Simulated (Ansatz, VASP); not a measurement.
# Ni: VASP beside Ansatz

POSCAR

```
Ni
1.0
    0.0000000000      1.7710500000      1.7710500000
    1.7710500000      0.0000000000      1.7710500000
    1.7710500000      1.7710500000      0.0000000000
Ni
1
Direct
    0.0000000000      0.0000000000      0.0000000000
```

Contents of INCAR.step1:

```
ALGO = Normal
EDIFF = 1E-4
ENCUT = 520
GGA = PE
ISMEAR = -1
LASPH = T
LCHARG = F
LREAL = F
LWAVE = T
NBANDS = 11
NELM = 100
PREC = Accurate
SIGMA = 5E-4
```

Contents of INCAR.step2:

```
ALGO = Normal
EDIFF = 1E-7
ENCUT = 520
ISIF = 2
ISMEAR = -1
ISTART = 1
LASPH = T
LCHARG = F
LMIXTAU = T
LREAL = F
LWAVE = F
METAGGA = R2SCAN
NBANDS = 11
NELM = 100
PREC = Accurate
SIGMA = 5E-4
```

Contents of KPOINTS:

```
k-points
0
Gamma
  13 13 13
```

Input for Ansatz:

```yaml
crystal:
  lattice:
    - [0.0, 1.77105, 1.77105]
    - [1.77105, 0.0, 1.77105]
    - [1.77105, 1.77105, 0.0]
  atoms:
    - { symbol: Ni, position: [0.0, 0.0, 0.0] }
hamiltonian:
  xc: r2scan
  pseudopotentials: { kind: paw }
basis:
  ecutwfc: 500
kpoints:
  mp_grid: { grid: [13, 13, 13] }
scf:
  occupations: { method: fermi_dirac, width: 0.0005 }
  lower_state_search: "off"
  algorithm: density_mixing
  max_iter: 80
  mixing: {}
output:
  forces: true
  stress: true
```

Alike in both runs: task single point; functional r2SCAN; k mesh 13 × 13 × 13; occupations fermi-dirac, width 0.0005 eV; no spin polarisation.

```csv
,VASP,Ansatz
version,VASP 6.6.1,Ansatz 0.2.0
potentials or method,"VASP PAW PBE potentials, release 64 (Ni), cutoff 520 eV","PAW, plane waves, scalar-relativistic"
valence electrons in the cell,10,18
```

|  | VASP | Ansatz | Ansatz less VASP |
| --- | --- | --- | --- |
| pressure (GPa) | -12.7 | -13.3 | -0.62 |

VASP's potentials were made for PBE, not for r2SCAN. VASP's potentials hold 10 valence electrons a cell and Ansatz's 18, so a difference there can come from the potentials and not from the codes.
